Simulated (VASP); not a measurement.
Set up this calculation in VASP 6.6.1, as the native input.

```
Task                               : single point
Functional                         : HSE06
Potentials or basis                : VASP PAW PBE potentials, release 64 (B, As)
Cutoff                             : 520 eV
k mesh                             : 6 × 6 × 6
Occupations                        : gaussian, width 0.01 eV
Spin                               : no spin polarisation
Dipole correction                  : no
Grid for exact exchange (PRECFOCK) : Normal
Further INCAR settings             : ALGO = Normal; EDIFF = 1e-06; NBANDS = 11
Share of exact exchange            : 0.25
Screening parameter                : 0.2079 1/Å
```

Crystal: BAs.

```
CELL_PARAMETERS angstrom
0.00000 2.36795 2.36795
2.36795 0.00000 2.36795
2.36795 2.36795 0.00000
ATOMIC_POSITIONS crystal
B 0.00000 0.00000 0.00000
As 0.25000 0.25000 0.25000
```

This cell differs from its parent crystal: strain -1.0%.

These files were run (other wordings do the same):

POSCAR

```
BAs
1.0
    0.0000000000      2.3679489280      2.3679489280
    2.3679489280      0.0000000000      2.3679489280
    2.3679489280      2.3679489280      0.0000000000
B As
1 1
Direct
    0.0000000000      0.0000000000      0.0000000000
    0.2500000000      0.2500000000      0.2500000000
```

INCAR.step1

```
SYSTEM = BAs
PREC = Accurate
ENCUT = 520
EDIFF = 1E-5
ISMEAR = 0
SIGMA = 0.01
LREAL = .False.
LASPH = .True.
NELM = 60
ALGO = Normal
ISIF = 2
LWAVE = .True.
LCHARG = .False.
GGA = PE
NBANDS = 11
```

INCAR.step2

```
SYSTEM = BAs
PREC = Accurate
ENCUT = 520
EDIFF = 1E-6
ISMEAR = 0
SIGMA = 0.01
LREAL = .False.
LASPH = .True.
NELM = 60
ALGO = Normal
ISIF = 2
LWAVE = .False.
LCHARG = .False.
GGA = PE
LHFCALC = .True.
HFSCREEN = 0.2079
PRECFOCK = Normal
ISTART = 1
NBANDS = 11
```

KPOINTS

```
regular mesh
0
Gamma
  6 6 6
  0 0 0
```

Potentials or basis: VASP PAW PBE potentials, release 64 (B, As).

Command:

```sh
$ cat potpaw_PBE.64/B/POTCAR potpaw_PBE.64/As/POTCAR > POTCAR
$ cp INCAR.step1 INCAR
$ mpirun -np 1 vasp_std > vasp.out
$ cp INCAR.step2 INCAR
$ mpirun -np 1 vasp_std > vasp.out
```

Results of the run:

* Pressure: 3.4 GPa
* Band gap on the k mesh: 1.93 eV (least direct gap 4.15 eV)

Caveat: the cell differs from its parent crystal (strain -1.0%); the cell stands under pressure; the PAW data sets were made with another functional, which shifts forces and pressure a little.

It took 6.9 min on 1 thread of AMD EPYC 7R13 Processor (Zen 3), on a shared host, peak memory 0.24 GiB.
